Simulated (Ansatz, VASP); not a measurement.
## MgO in VASP and in Ansatz

```xyz
2
Lattice="0.0000 2.1085 2.1085 2.1085 0.0000 2.1085 2.1085 2.1085 0.0000" Properties=species:S:1:pos:R:3 pbc="T T T"
Mg    0.0000    0.0000    0.0000
O     2.1085    2.1085    2.1085
```

Alike in both runs: task single point; functional PBE; k mesh 8 × 8 × 8; occupations gaussian, width 0.02 eV; no spin polarisation.

|  | VASP | Ansatz |
| --- | --- | --- |
| version | VASP 6.6.1 | Ansatz 0.2.0 |
| potentials or method | VASP PAW PBE potentials, release 64 (Mg, O), cutoff 600 eV | scalar-relativistic, plane waves, PAW |
| valence electrons in the cell | 8 | 16 |

|  | VASP | Ansatz | Ansatz less VASP |
| --- | --- | --- | --- |
| gap on the k mesh at the Fermi level (eV) | 4.69 | 4.71 | +0.015 |
| least direct gap on the mesh (eV) | 4.69 | 4.71 | +0.015 |
| pressure (GPa) | 3.1 | 4.1 | +0.98 |

VASP's potentials hold 8 valence electrons a cell and Ansatz's 16, so a difference there can come from the potentials and not from the codes.
